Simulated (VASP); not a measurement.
# Rh (I4_1/amd) in VASP: relaxation of cell and atoms with PBEsol

Aim: the relaxation of cell and atoms of Rh with PBEsol.

Everything below comes from runs of VASP 6.6.1. Logs are shortened: lines on timing, memory, paths and dates and some standing lists are left out, and cuts for length are marked.

## 1. The cell of the first run

Symmetry: I4_1/amd, No. 141, tetragonal system. The conventional cell has a = 3.957 Å, b = 3.957 Å, c = 2.176 Å, α = 90.00°, β = 90.00°, γ = 90.00°. Within 2.7 Å of Rh (site symmetry -4m2) lie 10 Rh at 2.05 to 2.56 Å.

## 2. Relaxation of cell and atoms, PBEsol, target pressure 510 GPa, at which the enthalpy is minimised

Input file INCAR:

```
ALGO     = Normal         # electronic algorithm
EDIFF    = 1E-6           # SCF threshold, eV
EDIFFG   = -0.005         # ionic threshold
ENCUT    = 600            # plane-wave cutoff, eV
GGA      = PS             # functional
IBRION   = 2              # ionic algorithm
ISIF     = 3              # what is computed and relaxed
ISMEAR   = -1             # smearing method
LASPH    = True           # aspherical terms in the spheres
LCHARG   = False          # write CHGCAR
LREAL    = False          # projectors in reciprocal space
LWAVE    = False          # write WAVECAR
NELM     = 100            # most SCF steps
NSW      = 32             # ionic steps
PREC     = Accurate       # precision mode
PSTRESS  = 5100.0       
SIGMA    = 0.1            # smearing width, eV
```

Input file KPOINTS:

```
k-points
0
Gamma
  20 20 20
```

Input file POSCAR:

```
Rh
1.0
   -1.9784457020      1.9784457020      1.0882388063
    1.9784457020     -1.9784457020      1.0882388063
    1.9784457020      1.9784457020     -1.0882388063
Rh
2
Direct
   -0.3750000000     -0.1250000000     -0.2500000000
    0.3750000000      0.1250000000      0.2500000000
```

Potentials or basis: VASP PAW PBE potentials, release 64 (Rh_pv).

The run is started by

```
cat potpaw_PBE.64/Rh_pv/POTCAR > POTCAR
mpirun -np 1 vasp_std > vasp.out
```

OUTCAR:

```text
EDIFF = 1E-6
   EDIFFG = -0.005
   ENCUT = 600
   GGA = PS
   IBRION = 2
   ISIF = 3
   ISMEAR = -1
   LASPH = True
   LREAL = False
   NELM = 100
   NSW = 32
   PREC = Accurate
   PSTRESS = 5100.0

 ion  position               nearest neighbor table
   1  0.625  0.875  0.750-   2 2.05   2 2.05   2 2.05   2 2.05   2 2.56   2 2.56   2 2.56   2 2.56
                             2 3.36   2 3.36
   2  0.375  0.125  0.250-   1 2.05   1 2.05   1 2.05   1 2.05   1 2.56   1 2.56   1 2.56   1 2.56
                             1 3.36   1 3.36

  LATTYP: Found a body centered tetragonal cell.
 ALAT       =     3.9568914040
 C/A-ratio  =     0.5500473453

  Lattice vectors:

 A1 = (  -1.9784457020,   1.9784457020,   1.0882388063)
 A2 = (   1.9784457020,  -1.9784457020,   1.0882388063)
 A3 = (   1.9784457020,   1.9784457020,  -1.0882388063)

Analysis of symmetry for initial positions (statically):
=====================================================================
 Subroutine PRICEL returns:
 Original cell was already a primitive cell.

 Routine SETGRP: Setting up the symmetry group for a
 body centered tetragonal supercell.

 Subroutine GETGRP returns: Found 16 space group operations
 (whereof  4 operations were pure point group operations)
 out of a pool of 16 trial point group operations.

The static configuration has the point symmetry C_2h.
 The point group associated with its full space group is D_4h.

Analysis of symmetry for dynamics (positions and initial velocities):
=====================================================================
 Subroutine PRICEL returns:
 Original cell was already a primitive cell.

 Routine SETGRP: Setting up the symmetry group for a
 body centered tetragonal supercell.

 Subroutine GETGRP returns: Found 16 space group operations
 (whereof  4 operations were pure point group operations)
 out of a pool of 16 trial point group operations.

The dynamic configuration has the point symmetry C_2h.
 The point group associated with its full space group is D_4h.

 Subroutine INISYM returns: Found 16 space group operations
 (whereof  4 operations are pure point group operations),
 and found     1 'primitive' translations

----------------------------------------------------------------------------------------

                                     Primitive cell

  volume of cell :      17.0385

  direct lattice vectors                    reciprocal lattice vectors
    -1.978445702  1.978445702  1.088238806     0.000000000  0.252723640  0.459457977
     1.978445702 -1.978445702  1.088238806     0.252723640  0.000000000  0.459457977
     1.978445702  1.978445702 -1.088238806     0.252723640  0.252723640  0.000000000

  length of vectors
     3.002125662  3.002125662  3.002125662     0.524376650  0.524376650  0.357405200

  position of ions in fractional coordinates (direct lattice)
     0.625000000  0.875000000  0.750000000
     0.375000000  0.125000000  0.250000000

  ion indices of the primitive-cell ions
   primitive index   ion index
                 1           1
                 2           2

----------------------------------------------------------------------------------------

 KPOINTS: k-points

Automatic generation of k-mesh.
 Grid dimensions read from file:
 generate k-points for:   20   20   20

 Generating k-lattice:

  Cartesian coordinates                     Fractional coordinates (reciprocal lattice)
     0.000000000  0.012636182  0.022972899     0.050000000 -0.000000000  0.000000000
     0.012636182  0.000000000  0.022972899    -0.000000000  0.050000000  0.000000000
     0.012636182  0.012636182  0.000000000     0.000000000  0.000000000  0.050000000

  Length of vectors
     0.026218832  0.026218832  0.017870260

  Shift w.r.t. Gamma in fractional coordinates (k-lattice)
     0.000000000  0.000000000  0.000000000

 Subroutine IBZKPT returns following result:
 ===========================================

 Found    641 irreducible k-points:

 Following reciprocal coordinates:
            Coordinates               Weight
  0.000000  0.000000  0.000000      1.000000
  0.050000  0.000000 -0.000000      8.000000
  0.100000  0.000000 -0.000000      8.000000
  0.150000  0.000000 -0.000000      8.000000
  0.200000  0.000000 -0.000000      8.000000
  0.250000  0.000000 -0.000000      8.000000
[... 16 lines left out ...]
 -0.400000  0.050000  0.000000     16.000000
 -0.350000  0.050000  0.000000     16.000000
 [... further k-points ...]
   k-points           NKPTS =    641   k-points in BZ     NKDIM =    641   number of bands    NBANDS=     19
   number of dos      NEDOS =    301   number of ions     NIONS =      2
   total plane-waves  NPLWV =  13824
   dimension x,y,z NGX =    24 NGY =   24 NGZ =   24
   dimension x,y,z NGXF=    48 NGYF=   48 NGZF=   48
   ions per type =               2
   NGX,Y,Z   is equivalent  to a cutoff of  13.29, 13.29, 13.29 a.u.
   NGXF,Y,Z  is equivalent  to a cutoff of  26.58, 26.58, 26.58 a.u.
 SYSTEM =  unknown system
   PREC   = accura    normal or accurate (medium, high low for compatibility)
   ISTART =      0    job   : 0-new  1-cont  2-samecut
   ICHARG =      2    charge: 1-file 2-atom 10-const
   ISPIN  =      1    spin polarized calculation?
   LNONCOLLINEAR =      F non collinear calculations
   LSORBIT =      F    spin-orbit coupling
   LASPH  =      T    aspherical Exc in radial PAW
   ENCUT  =  600.0 eV  44.10 Ry    6.64 a.u.   6.00  6.00  6.00*2*pi/ulx,y,z
   NELM   =    100;   NELMIN=  2; NELMDL= -5     # of ELM steps
   EDIFF  = 0.1E-05   stopping-criterion for ELM
   LREAL  =      F    real-space projection
   EDIFFG = -.5E-02   stopping-criterion for IOM
   NSW    =     32    number of steps for IOM
   IBRION =      2    ionic relax: 0-MD 1-quasi-New 2-CG
   NFREE  =      1    steps in history (QN), initial steepest desc. (CG)
   ISIF   =      3    stress and relaxation
   ISYM   =      2    0-nonsym 1-usesym 2-fastsym
   POTIM  = 0.5000    time-step for ionic-motion
   TEBEG  =    0.0;   TEEND  =   0.0 temperature during run
   PSTRESS= 5100.0 pullay stress
   NELECT =      30.0000    total number of electrons
   NUPDOWN=      -1.0000    fix difference up-down
   EMIN   =  10.00;   EMAX   =-10.00  energy-range for DOS
   EFERMI =   0.00;   METHOD = LEGACY
   ISMEAR =    -1;   SIGMA  =   0.10  broadening in eV -4-tet -1-fermi 0-gaus
   EFERMI_NEDOS =   21; number of points for ismear=-14 and -15
   IALGO  =     38    algorithm
   IMIX   =      4    mixing-type and parameters
     AMIX     =   0.40;   BMIX     =  1.00
     AMIX_MAG =   1.60;   BMIX_MAG =  1.00
  volume/ion in A,a.u.               =       8.52        57.49
  Fermi-wavevector in a.u.,A,eV,Ry     =   1.976838  3.735682 53.170053  3.907889
  Thomas-Fermi vector in A             =   2.998054
   LORBIT       =      0    0 simple, 1 ext, 2 COOP (PROOUT), +10 PAW based schemes
   GGA     = PS    functional components
   LHFCALC =     F    Hartree Fock is set to
   AEXX    =    0.0000 exact exchange contribution
   IVDW    =     0    specifies the selected vdW correction
   LEPSILON=     F    determine dielectric tensor
   LRPA    =     F    only Hartree local field effects (RPA)
 conjugate gradient relaxation of ions
 non-spin polarized calculation
  energy-cutoff  :      600.00
  volume of cell :       17.04
 maximum number of plane-waves:       584
   NGX = 11   NGY = 11   NGZ = 11

--------------------------------------- Ionic step        1  -------------------------------------------

 number of electron      29.9999997 magnetization

 Free energy of the ion-electron system (eV)
  ---------------------------------------------------
  ext. energy  EPLUGINS =         0.00000000
  ---------------------------------------------------
  free energy    TOTEN  =        -2.81386877 eV

  energy without entropy =       -2.76746861  energy(sigma->0) =       -2.79066869

------------------------ aborting loop because EDIFF is reached ----------------------------------------

  FORCE on cell =-STRESS in cart. coord.  units (eV):
  Direction    XX          YY          ZZ          XY          YZ          ZX
  --------------------------------------------------------------------------------------
  -------------------------------------------------------------------------------------
  Total       55.5050602     55.5050602     55.0152443     -0.0000000      0.0000000      0.0000000
  in kB     5219.2811156   5219.2811156   5173.2224935     -0.0000000      0.0000000      0.0000000
  external PRESSURE =     103.9282416 kB  Pullay stress =    5100.0000000 kB
[... 93 lines left out ...]
  FREE ENERGIE OF THE ION-ELECTRON SYSTEM (eV)
  ---------------------------------------------------
  free  energy   TOTEN  =        -3.1022198338 eV

  energy  without entropy=       -3.0554894230  energy(sigma->0) =       -3.07885463

  enthalpy is  TOTEN    =        51.4197958982 eV   P V=       54.5220157320

[... ionic steps 4 to 9 ...]

--------------------------------------- Ionic step       10  -------------------------------------------

 number of electron      29.9999995 magnetization

------------------------ aborting loop because EDIFF is reached ----------------------------------------

  FORCE on cell =-STRESS in cart. coord.  units (eV):
  Direction    XX          YY          ZZ          XY          YZ          ZX
  --------------------------------------------------------------------------------------
  -------------------------------------------------------------------------------------
  Total       54.5122688     54.5122688     54.5312555      0.0000000      0.0000000      0.0000000
  in kB     5101.4385759   5101.4385759   5103.2154123      0.0000000      0.0000000      0.0000000
  external PRESSURE =       2.0308547 kB  Pullay stress =    5100.0000000 kB
[... 61 lines left out ...]
  enthalpy is  TOTEN    =        51.4198002468 eV   P V=       54.5555704482

--------------------------------------- Ionic step       12  -------------------------------------------

 number of electron      29.9999995 magnetization

 Free energy of the ion-electron system (eV)
  ---------------------------------------------------
  ext. energy  EPLUGINS =         0.00000000
  ---------------------------------------------------
  free energy    TOTEN  =        -3.08295955 eV

  energy without entropy =       -3.03619334  energy(sigma->0) =       -3.05957644

 E-fermi :  22.7975     XC(G=0): -17.3685

 val. band max:       22.7973681749   @ k =  -0.4500   0.4500   0.1000
 cond. band min:      22.8024757326   @ k =  -0.4000   0.1000   0.0000
 fundamental gap:      0.0051075577
 Fermi energy:        22.7975409427

 k-point     1 :       0.0000    0.0000    0.0000
  band No.  band energies     occupation
      1     -27.6760      2.00000
      2     -27.6760      2.00000
      3     -24.3023      2.00000
      4     -24.2506      2.00000
      5     -24.0857      2.00000
      6     -24.0857      2.00000
[... 11 lines left out ...]
     18      32.3207      0.00000
     19      32.3207      0.00000
[... 489 lines left out ...]
      3     -26.4167      2.00000
      4     -25.7022      2.00000
      5     -24.8239      2.00000
      6     -23.9658      2.00000
[... 11 lines left out ...]
     18      35.6418      0.00000
     19      37.7212      0.00000

 [... further k-points ...]

------------------------ aborting loop because EDIFF is reached ----------------------------------------

  FORCE on cell =-STRESS in cart. coord.  units (eV):
  Direction    XX          YY          ZZ          XY          YZ          ZX
  --------------------------------------------------------------------------------------
  -------------------------------------------------------------------------------------
  Total       54.5028408     54.5028408     54.5021709      0.0000000      0.0000000      0.0000000
  in kB     5100.0182960   5100.0182960   5099.9556122      0.0000000      0.0000000      0.0000000
  external PRESSURE =      -0.0025986 kB  Pullay stress =    5100.0000000 kB
[... 17 lines left out ...]
  FREE ENERGIE OF THE ION-ELECTRON SYSTEM (eV)
  ---------------------------------------------------
  free  energy   TOTEN  =        -3.0829595496 eV

  energy  without entropy=       -3.0361933368  energy(sigma->0) =       -3.05957644

  enthalpy is  TOTEN    =        51.4196856958 eV   P V=       54.5026452454

 reached required accuracy - stopping structural energy minimisation
```

It took 5.3 min on 1 thread of Intel Xeon 6975P-C (Granite Rapids), shared host; peak memory 0.33 GiB.

What came out:

| Item | Value |
| --- | --- |
| Free energy | -3.0830 eV |
| Relaxed volume | 8.56 Å³/atom |
| Relaxed cell | a = 3.008 Å, b = 3.008 Å, c = 3.008 Å, α = 97.53°, β = 97.53°, γ = 137.57° |
| Space group after relaxing (to 0.1 Å) | I4_1/amd (No. 141) |
| Energy change on relaxing (the run minimises the enthalpy) | -134.5 meV/atom |
| Ionic steps | 12 |
| Pressure after relaxing | 510.0 GPa |
| Band gap on the k mesh | zero (bands 15 and 16 overlap by 5.07 eV) |

The path:
```
step  energy change (eV)  largest force (eV/Å)  pressure (GPa)  volume (Å³)
   1              0.0000                0.0000          520.39        17.04
   2             -3.8494                0.0000          372.08        18.44
   3             -0.2884                0.0000          509.31        17.13
   4             -0.2769                0.0000          509.69        17.12
   5             -0.2714                0.0000          509.95        17.12
   6             -0.2324                0.0000          511.17        17.11
   7             -0.2635                0.0000          510.18        17.12
   8             -0.2627                0.0000          510.25        17.12
   9             -0.2631                0.0000          510.22        17.12
  10             -0.2633                0.0000          510.20        17.12
  11             -0.3219                0.0000          507.94        17.14
  12             -0.2691                0.0000          510.00        17.12
```

Final structure:
```
Rh
1.0
    -1.98290    1.98290    1.08867
     1.98290   -1.98290    1.08867
     1.98290    1.98290   -1.08867
Rh
2
Direct
  0.62500 0.87500 0.75000
  0.37500 0.12500 0.25000
```

Levels at points of the mesh, in eV from the Fermi level:
```csv
k point,band 12,band 13,band 14,band 15,band 16,band 17,band 18,band 19
"(0.00, 0.00, 0.00)",-2.35,-2.35,-2.21,-2.21,2.53,4.94,9.52,9.52
"(0.50, 0.00, 0.00)",-4.27,-1.87,-0.96,1.00,1.35,6.12,11.35,11.92
"(0.50, 0.50, 0.00)",-6.04,-1.44,-1.44,-0.03,-0.03,0.92,0.92,15.33
"(0.50, 0.50, 0.50)",-3.30,-2.14,-2.14,-1.28,-1.28,0.14,0.14,14.08
```

Caveat: the cell is relaxed towards a set pressure, so the run minimises the enthalpy, not the energy; the PAW data sets were made with another functional, which shifts forces and pressure a little.
